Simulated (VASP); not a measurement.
Si2W: relaxation of cell and atoms with PBEsol

Si2W:

```
CELL_PARAMETERS angstrom
3.20250 -3.20250 0.00000
-3.20250 -3.20250 0.00000
0.00000 0.00000 -7.81573
ATOMIC_POSITIONS crystal
Si 0.00000 0.50000 0.16550
Si 0.50000 0.50000 0.66550
Si 0.50000 0.00000 0.16550
Si 0.00000 0.00000 0.66550
Si 0.00000 0.00000 0.33450
Si 0.50000 0.00000 0.83450
Si 0.50000 0.50000 0.33450
Si 0.00000 0.50000 0.83450
W 0.00000 0.00000 0.00000
W 0.50000 0.00000 0.50000
W 0.50000 0.50000 0.00000
W 0.00000 0.50000 0.50000
```

- Program: VASP 6.6.1
- Task: relaxation of cell and atoms
- Functional: PBEsol
- Potentials or basis: VASP PAW PBE potentials, release 64 (Si, W_sv)
- Cutoff: 600 eV
- k mesh: 8 × 8 × 4
- Occupations: gaussian, width 0.1 eV
- Spin: no spin polarisation
- Dipole correction: no
- Further INCAR settings: ALGO = Fast; EDIFF = 1e-06; IBRION = 2; EDIFFG = -0.015; NSW = 80; ISIF = 3

```yaml
Relaxed_volume: 13.38 Å³/atom
Relaxed_cell: a = 4.531 Å, b = 4.531 Å, c = 7.820 Å, α = 90.00°, β = 90.00°, γ = 90.00°
Space_group_after_relaxing_to_0.1_Å: I4/mmm (No. 139)
Energy_gained_by_relaxing: 0.0 meV/atom
Ionic_steps: 3
Pressure_after_relaxing: 0.0 GPa
Largest_force_after_relaxing: 0.006 eV/Å
Band_gap_on_the_k_mesh: zero (bands 44 and 45 overlap by 0.89 eV)
```

Forces in eV/Å, atoms in the order of the input:
```
Si   0.000  0.000 -0.006
Si   0.000  0.000 -0.006
Si   0.000  0.000 -0.006
Si   0.000  0.000 -0.006
Si   0.000  0.000  0.006
Si   0.000  0.000  0.006
Si   0.000  0.000  0.006
Si   0.000  0.000  0.006
W    0.000  0.000  0.000
W    0.000  0.000  0.000
W    0.000  0.000  0.000
W    0.000  0.000  0.000
```

The path:
| step | energy change (eV) | largest force (eV/Å) | pressure (GPa) | volume (Å³) |
| --- | --- | --- | --- | --- |
| 1 | 0.0000 | 0.0154 | 0.37 | 160.32 |
| 2 | 0.0008 | 0.0114 | -0.73 | 161.03 |
| 3 | -0.0003 | 0.0056 | 0.00 | 160.57 |

Final structure:
```
CELL_PARAMETERS angstrom
3.20411 -3.20411 0.00000
-3.20411 -3.20411 0.00000
0.00000 0.00000 -7.82016
ATOMIC_POSITIONS crystal
Si 0.00000 0.50000 0.16553
Si 0.50000 0.50000 0.66553
Si 0.50000 0.00000 0.16553
Si 0.00000 0.00000 0.66553
Si 0.00000 0.00000 0.33447
Si 0.50000 0.00000 0.83447
Si 0.50000 0.50000 0.33447
Si 0.00000 0.50000 0.83447
W 0.00000 0.00000 0.00000
W 0.50000 0.00000 0.50000
W 0.50000 0.50000 0.00000
W 0.00000 0.50000 0.50000
```

Levels at points of the mesh, in eV from the Fermi level:
```tsv
k point	band 42	band 43	band 44	band 45	band 46	band 47
(0.00, 0.00, 0.00)	-0.80	-0.49	-0.49	0.65	0.83	2.84
(0.50, 0.00, 0.00)	-1.95	-0.87	-0.87	0.36	0.36	2.02
(0.50, 0.50, 0.00)	-0.68	-0.68	-0.68	2.14	2.14	2.14
(0.00, 0.00, 0.50)	-2.26	0.12	0.12	0.74	0.74	1.62
(0.50, 0.00, 0.50)	-2.42	-2.42	-2.42	1.79	1.79	1.79
(0.50, 0.50, 0.50)	-0.42	-0.42	-0.42	2.75	2.75	2.75
```

Wall time 26 min on 1 thread of Oxide Virtual Turin-like Processor, with other jobs on the host, peak memory 0.47 GiB.

Caveat: the PAW data sets were made with another functional, which shifts forces and pressure a little; spin-orbit coupling is left out, which moves the levels of the heavy elements.
